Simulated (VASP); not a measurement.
# SiO2 (Pccn) in VASP: electric field gradients with PBE

Aim: the electric field gradients of SiO2 with PBE.

Everything below comes from runs of VASP 6.6.1. Logs are shortened: lines on timing, memory, paths and dates and some standing lists are left out, and cuts for length are marked.

### Step 1. The cell of the first run

It takes space group Pccn (No. 56, orthorhombic). Conventional cell: a = 4.712 Å, b = 8.093 Å, c = 8.531 Å, α = 90.00°, β = 90.00°, γ = 90.00°. Within 2.1 Å of Si (site symmetry 1) lie 4 O at 1.60 to 1.62 Å. Within 2.2 Å of O (site symmetry 1) lie 2 Si at 1.62 Å. Within 2.1 Å of O (site symmetry 2) lie 2 Si at 1.60 Å. O (site symmetry -1) has 2 Si at 1.60 Å within 2.1 Å.

### Step 2. Electric field gradients, PBE

INCAR reads:

```
PREC     = Accurate       # precision mode
ENCUT    = 520            # plane-wave cutoff, eV
EDIFF    = 1E-8           # SCF threshold, eV
ISMEAR   = -1             # smearing method
SIGMA    = 0.02           # smearing width, eV
LREAL    = Auto         
LASPH    = True           # aspherical terms in the spheres
NELM     = 60             # most SCF steps
ALGO     = Normal         # electronic algorithm
ISIF     = 2              # what is computed and relaxed
LWAVE    = False          # write WAVECAR
LCHARG   = False          # write CHGCAR
GGA      = PE             # functional
LEFG     = True         
NBANDS   = 82             # bands
```

KPOINTS reads:

```
regular mesh
0
Gamma
  5 3 3
```

POSCAR reads:

```
SiO2
1.0
    4.7115572900      0.0000000000      0.0000000000
    0.0000000000      8.0925995600      0.0000000000
    0.0000000000      0.0000000000      8.5306101900
Si O
8 16
Direct
    0.1439704100      0.0629558500      0.1590805700
    0.1439704100      0.4370441500      0.6590805700
    0.6439704100      0.5629558500      0.8409194300
    0.3560295900      0.4370441500      0.1590805700
    0.8560295900      0.5629558500      0.3409194300
    0.8560295900      0.9370441500      0.8409194300
    0.6439704100      0.9370441500      0.3409194300
    0.3560295900      0.0629558500      0.6590805700
    0.5883085100      0.0542389200      0.7990085600
    0.5883085100      0.4457610800      0.2990085600
    0.4116914900      0.5542389200      0.7009914400
    0.2500000000      0.2500000000      0.6393333000
    0.0883085100      0.5542389200      0.2009914400
    0.4116914900      0.9457610800      0.2009914400
    0.9116914900      0.0542389200      0.2990085600
    0.0000000000      0.5000000000      0.5000000000
    0.7500000000      0.7500000000      0.3606667000
    0.7500000000      0.7500000000      0.8606667000
    0.9116914900      0.4457610800      0.7990085600
    0.5000000000      0.5000000000      0.0000000000
    0.2500000000      0.2500000000      0.1393333000
    0.0883085100      0.9457610800      0.7009914400
    0.0000000000      0.0000000000      0.0000000000
    0.5000000000      0.0000000000      0.5000000000
```

Potentials or basis: VASP PAW PBE potentials, release 64 (Si, O).

Started as:

```console
> cat potpaw_PBE.64/Si/POTCAR potpaw_PBE.64/O/POTCAR > POTCAR
> mpirun -np 1 vasp_std > vasp.out
```

OUTCAR:

```text
PREC = Accurate
   ENCUT = 520
   EDIFF = 1E-8
   ISMEAR = -1
   LREAL = Auto
   LASPH = True
   NELM = 60
   ISIF = 2
   GGA = PE

 ion  position               nearest neighbor table
   1  0.144  0.063  0.159-  23 1.60  21 1.60  14 1.62  15 1.62   7 3.00   7 3.00
   2  0.144  0.437  0.659-  16 1.60  12 1.60  11 1.62  19 1.62   3 3.00   3 3.00
   3  0.644  0.563  0.841-  20 1.60  18 1.60  19 1.62  11 1.62   2 3.00   2 3.00
   4  0.356  0.437  0.159-  20 1.60  21 1.60  13 1.62  10 1.62   5 3.00   5 3.00
   5  0.856  0.563  0.341-  16 1.60  17 1.60  10 1.62  13 1.62   4 3.00   4 3.00
   6  0.856  0.937  0.841-  23 1.60  18 1.60   9 1.62  22 1.62   8 3.00   8 3.00
   7  0.644  0.937  0.341-  24 1.60  17 1.60  15 1.62  14 1.62   1 3.00   1 3.00
   8  0.356  0.063  0.659-  24 1.60  12 1.60  22 1.62   9 1.62   6 3.00   6 3.00
   9  0.588  0.054  0.799-   6 1.62   8 1.62
  10  0.588  0.446  0.299-   5 1.62   4 1.62
  11  0.412  0.554  0.701-   2 1.62   3 1.62
  12  0.250  0.250  0.639-   2 1.60   8 1.60
  13  0.088  0.554  0.201-   4 1.62   5 1.62
  14  0.412  0.946  0.201-   1 1.62   7 1.62
[... 8 lines left out ...]
  23  0.000  0.000  0.000-   1 1.60   6 1.60
  24  0.500  0.000  0.500-   7 1.60   8 1.60

  LATTYP: Found a simple orthorhombic cell.
 ALAT       =     4.7115572900
 B/A-ratio  =     1.7176061039
 C/A-ratio  =     1.8105712538

  Lattice vectors:

 A1 = (   4.7115572900,   0.0000000000,   0.0000000000)
 A2 = (   0.0000000000,   8.0925995600,   0.0000000000)
 A3 = (   0.0000000000,   0.0000000000,   8.5306101900)

Analysis of symmetry for initial positions (statically):
=====================================================================
 Subroutine PRICEL returns:
 Original cell was already a primitive cell.

 Routine SETGRP: Setting up the symmetry group for a
 simple orthorhombic supercell.

 Subroutine GETGRP returns: Found  8 space group operations
 (whereof  2 operations were pure point group operations)
 out of a pool of  8 trial point group operations.

The static configuration has the point symmetry S_2 .
 The point group associated with its full space group is D_2h.

Analysis of symmetry for dynamics (positions and initial velocities):
=====================================================================
 Subroutine PRICEL returns:
 Original cell was already a primitive cell.

 Routine SETGRP: Setting up the symmetry group for a
 simple orthorhombic supercell.

 Subroutine GETGRP returns: Found  8 space group operations
 (whereof  2 operations were pure point group operations)
 out of a pool of  8 trial point group operations.

The dynamic configuration has the point symmetry S_2 .
 The point group associated with its full space group is D_2h.

 Subroutine INISYM returns: Found  8 space group operations
 (whereof  2 operations are pure point group operations),
 and found     1 'primitive' translations

----------------------------------------------------------------------------------------

                                     Primitive cell

  volume of cell :     325.2615

  direct lattice vectors                    reciprocal lattice vectors
     4.711557290  0.000000000  0.000000000     0.212244050  0.000000000  0.000000000
     0.000000000  8.092599560  0.000000000     0.000000000  0.123569688  0.000000000
     0.000000000  0.000000000  8.530610190     0.000000000  0.000000000  0.117224909

  length of vectors
     4.711557290  8.092599560  8.530610190     0.212244050  0.123569688  0.117224909

  position of ions in fractional coordinates (direct lattice)
     0.143970410  0.062955850  0.159080570
     0.143970410  0.437044150  0.659080570
     0.643970410  0.562955850  0.840919430
     0.356029590  0.437044150  0.159080570
     0.856029590  0.562955850  0.340919430
     0.856029590  0.937044150  0.840919430
[... 16 lines left out ...]
     0.000000000  0.000000000  0.000000000
     0.500000000  0.000000000  0.500000000

  ion indices of the primitive-cell ions
   primitive index   ion index
                 1           1
                 2           2
                 3           3
                 4           4
                 5           5
                 6           6
[... 16 lines left out ...]
                23          23
                24          24
[... 51 lines left out ...]
   ISTART =      0    job   : 0-new  1-cont  2-samecut
   ICHARG =      2    charge: 1-file 2-atom 10-const
   ISPIN  =      1    spin polarized calculation?
   LNONCOLLINEAR =      F non collinear calculations
   LSORBIT =      F    spin-orbit coupling
   LASPH  =      T    aspherical Exc in radial PAW
   ENCUT  =  520.0 eV  38.22 Ry    6.18 a.u.   8.76 15.05 15.86*2*pi/ulx,y,z
   NELM   =     60;   NELMIN=  2; NELMDL= -5     # of ELM steps
   EDIFF  = 0.1E-07   stopping-criterion for ELM
   LREAL  =      T    real-space projection
   EDIFFG = 0.1E-06   stopping-criterion for IOM
   NSW    =      0    number of steps for IOM
   IBRION =     -1    ionic relax: 0-MD 1-quasi-New 2-CG
   NFREE  =      0    steps in history (QN), initial steepest desc. (CG)
   ISIF   =      2    stress and relaxation
   ISYM   =      2    0-nonsym 1-usesym 2-fastsym
   POTIM  = 0.5000    time-step for ionic-motion
   TEBEG  =    0.0;   TEEND  =   0.0 temperature during run
   PSTRESS=    0.0 pullay stress
   NELECT =     128.0000    total number of electrons
   NUPDOWN=      -1.0000    fix difference up-down
   EMIN   =  10.00;   EMAX   =-10.00  energy-range for DOS
   EFERMI =   0.00;   METHOD = LEGACY
   ISMEAR =    -1;   SIGMA  =   0.02  broadening in eV -4-tet -1-fermi 0-gaus
   EFERMI_NEDOS =   21; number of points for ismear=-14 and -15
   IALGO  =     38    algorithm
   IMIX   =      4    mixing-type and parameters
     AMIX     =   0.40;   BMIX     =  1.00
     AMIX_MAG =   1.60;   BMIX_MAG =  1.00
  volume/ion in A,a.u.               =      13.55        91.46
  Fermi-wavevector in a.u.,A,eV,Ry     =   1.199685  2.267076 19.582109  1.439244
  Thomas-Fermi vector in A             =   2.335541
   LORBIT       =      0    0 simple, 1 ext, 2 COOP (PROOUT), +10 PAW based schemes
   GGA     = PE    functional components
   LHFCALC =     F    Hartree Fock is set to
   AEXX    =    0.0000 exact exchange contribution
   IVDW    =     0    specifies the selected vdW correction
   LEPSILON=     F    determine dielectric tensor
   LRPA    =     F    only Hartree local field effects (RPA)
 non-spin polarized calculation
  energy-cutoff  :      520.00
  volume of cell :      325.26
 maximum number of plane-waves:      8788
 NGX is ok and might be reduce to    36
   NGX = 17   NGY = 31   NGZ = 31

 number of electron     128.0000010 magnetization

 Free energy of the ion-electron system (eV)
  ---------------------------------------------------
  ext. energy  EPLUGINS =         0.00000000
  ---------------------------------------------------
  free energy    TOTEN  =      -189.37323481 eV

  energy without entropy =     -189.37323481  energy(sigma->0) =     -189.37323481

 E-fermi :   1.0441     XC(G=0):  -8.7478

 val. band max:        0.6205037214   @ k =   0.0000   0.0000   0.0000
 cond. band min:       6.3455540108   @ k =   0.0000   0.0000   0.0000
 fundamental gap:      5.7250502894
 Fermi energy:         1.0440514482

 k-point     1 :       0.0000    0.0000    0.0000
  band No.  band energies     occupation
      1     -18.9046      2.00000
      2     -18.4689      2.00000
      3     -18.4353      2.00000
      4     -17.9683      2.00000
      5     -17.9286      2.00000
      6     -17.4849      2.00000
[... 937 lines left out ...]
     75      10.3746      0.00000
     76      10.4520      0.00000
 [bands above 76 left out]

------------------------ aborting loop because EDIFF is reached ----------------------------------------

  FORCE on cell =-STRESS in cart. coord.  units (eV):
  Direction    XX          YY          ZZ          XY          YZ          ZX
  --------------------------------------------------------------------------------------
  -------------------------------------------------------------------------------------
  Total       10.3910726     10.1956103     10.7919182      0.0000000      0.0000000      0.0000000
  in kB       51.1844849     50.2216742     53.1589756      0.0000000      0.0000000      0.0000000
  external PRESSURE =      51.5217116 kB  Pullay stress =       0.0000000 kB

 VOLUME and BASIS-vectors are now :
 -----------------------------------------------------------------------------
  energy-cutoff  :      520.00
  volume of cell :      325.26
      direct lattice vectors                 reciprocal lattice vectors
     4.711557290  0.000000000  0.000000000     0.212244050  0.000000000  0.000000000
     0.000000000  8.092599560  0.000000000     0.000000000  0.123569688  0.000000000
     0.000000000  0.000000000  8.530610190     0.000000000  0.000000000  0.117224909

 POSITION                                       TOTAL-FORCE (eV/Angst)
 -----------------------------------------------------------------------------------
      0.67832      0.50948      1.35705        -0.015964      0.006118      0.026485
      0.67832      3.53682      5.62236        -0.015964     -0.006118      0.026485
      3.03410      4.55578      7.17356        -0.015964      0.006118     -0.026485
      1.67745      3.53682      1.35705         0.015964     -0.006118      0.026485
      4.03323      4.55578      2.90825         0.015964      0.006118     -0.026485
      4.03323      7.58312      7.17356         0.015964     -0.006118     -0.026485
[... 16 lines left out ...]
      0.00000      0.00000      0.00000         0.000000      0.000000     -0.000000
      2.35578      0.00000      4.26531         0.000000      0.000000     -0.000000
 -----------------------------------------------------------------------------------
    total drift:                                0.000000      0.000000     -0.000000

  FREE ENERGIE OF THE ION-ELECTRON SYSTEM (eV)
  ---------------------------------------------------
  free  energy   TOTEN  =      -189.3732348061 eV

  energy  without entropy=     -189.3732348061  energy(sigma->0) =     -189.37323481

 Electric field gradients (V/A^2)
---------------------------------------------------------------------
 ion       V_xx      V_yy      V_zz      V_xy      V_xz      V_yz
---------------------------------------------------------------------
   1      -6.225     2.598     3.627    -2.356    -3.108     3.456
   2      -6.225     2.598     3.627     2.356    -3.108    -3.456
   3      -6.225     2.598     3.627    -2.356     3.108    -3.456
   4      -6.225     2.598     3.627    -2.356     3.108    -3.456
   5      -6.225     2.598     3.627     2.356    -3.108    -3.456
   6      -6.225     2.598     3.627    -2.356    -3.108     3.456
[... 16 lines left out ...]
  23     -21.737   -32.598    54.335    20.934    54.736    38.100
  24     -21.737   -32.598    54.335   -20.934   -54.736    38.100
---------------------------------------------------------------------

 Electric field gradients after diagonalization (V/A^2)
 (convention: |V_zz| > |V_xx| > |V_yy|)
----------------------------------------------------------------------
 ion       V_xx      V_yy      V_zz     asymmetry (V_yy - V_xx)/ V_zz
----------------------------------------------------------------------
   1      -7.321    -0.374     7.696       0.903
   2      -7.321    -0.374     7.696       0.903
   3      -7.321    -0.374     7.696       0.903
   4      -7.321    -0.374     7.696       0.903
   5      -7.321    -0.374     7.696       0.903
   6      -7.321    -0.374     7.696       0.903
[... 16 lines left out ...]
  23     -50.566   -46.910    97.476       0.038
  24     -50.566   -46.910    97.476       0.038
----------------------------------------------------------------------

           NMR quadrupolar parameters

 Cq : quadrupolar parameter    Cq=e*Q*V_zz/h
 eta: asymmetry parameters     (V_yy - V_xx)/ V_zz
 Q  : nuclear electric quadrupole moment in mb (millibarn)
----------------------------------------------------------------------
 ion       Cq(MHz)       eta       Q (mb)
----------------------------------------------------------------------
   1       0.019       0.903       1.000
   2       0.019       0.903       1.000
   3       0.019       0.903       1.000
   4       0.019       0.903       1.000
   5       0.019       0.903       1.000
   6       0.019       0.903       1.000
[... 16 lines left out ...]
  23       0.236       0.038       1.000
  24       0.236       0.038       1.000
----------------------------------------------------------------------
```

It took 4.9 min on 1 thread of Intel Xeon Platinum 8488C (Sapphire Rapids), shared host; peak memory 0.47 GiB.

Results:

```
Free energy            : -189.3732 eV
Pressure               : 5.2 GPa
Largest force          : 0.362 eV/Å
Band gap on the k mesh : 5.73 eV, direct
```

Forces on the atoms (eV/Å):
```
Si  -0.016  0.006  0.026
Si  -0.016 -0.006  0.026
Si  -0.016  0.006 -0.026
Si   0.016 -0.006  0.026
Si   0.016  0.006 -0.026
Si   0.016 -0.006 -0.026
Si  -0.016 -0.006 -0.026
Si   0.016  0.006  0.026
O   -0.032  0.269  0.240
O   -0.032 -0.269  0.240
O    0.032  0.269 -0.240
O    0.000  0.000 -0.099
O   -0.032  0.269 -0.240
O    0.032 -0.269 -0.240
O    0.032  0.269  0.240
O    0.000  0.000  0.000
O    0.000  0.000  0.099
O    0.000  0.000  0.099
O    0.032 -0.269  0.240
O    0.000  0.000  0.000
O    0.000  0.000 -0.099
O   -0.032 -0.269 -0.240
O    0.000  0.000  0.000
O    0.000  0.000  0.000
```

Stress tensor (GPa, compression positive):
```
5.12 0.00 0.00
0.00 5.02 0.00
0.00 0.00 5.32
```

Electric field gradients, principal values (V/Å²):
| atom | least | middle | greatest (by size) |
| --- | --- | --- | --- |
| 1 Si | -0.374 | -7.321 | 7.696 |
| 2 Si | -0.374 | -7.321 | 7.696 |
| 3 Si | -0.374 | -7.321 | 7.696 |
| 4 Si | -0.374 | -7.321 | 7.696 |
| 5 Si | -0.374 | -7.321 | 7.696 |
| 6 Si | -0.374 | -7.321 | 7.696 |
| 7 Si | -0.374 | -7.321 | 7.696 |
| 8 Si | -0.374 | -7.321 | 7.696 |
| 9 O | -27.881 | -56.563 | 84.445 |
| 10 O | -27.881 | -56.563 | 84.445 |
| 11 O | -27.881 | -56.563 | 84.445 |
| 12 O | -44.697 | -51.499 | 96.196 |
| 13 O | -27.881 | -56.563 | 84.445 |
| 14 O | -27.881 | -56.563 | 84.445 |
| 15 O | -27.881 | -56.563 | 84.445 |
| 16 O | -46.910 | -50.566 | 97.476 |
| 17 O | -44.697 | -51.499 | 96.196 |
| 18 O | -44.697 | -51.499 | 96.196 |
| 19 O | -27.881 | -56.563 | 84.445 |
| 20 O | -46.910 | -50.566 | 97.476 |
| 21 O | -44.697 | -51.499 | 96.196 |
| 22 O | -27.881 | -56.563 | 84.445 |
| 23 O | -46.910 | -50.566 | 97.476 |
| 24 O | -46.910 | -50.566 | 97.476 |

Caveat: without QUAD_EFG the Cq values of the log hold for a quadrupole moment of 1 mb, not for the nuclei.
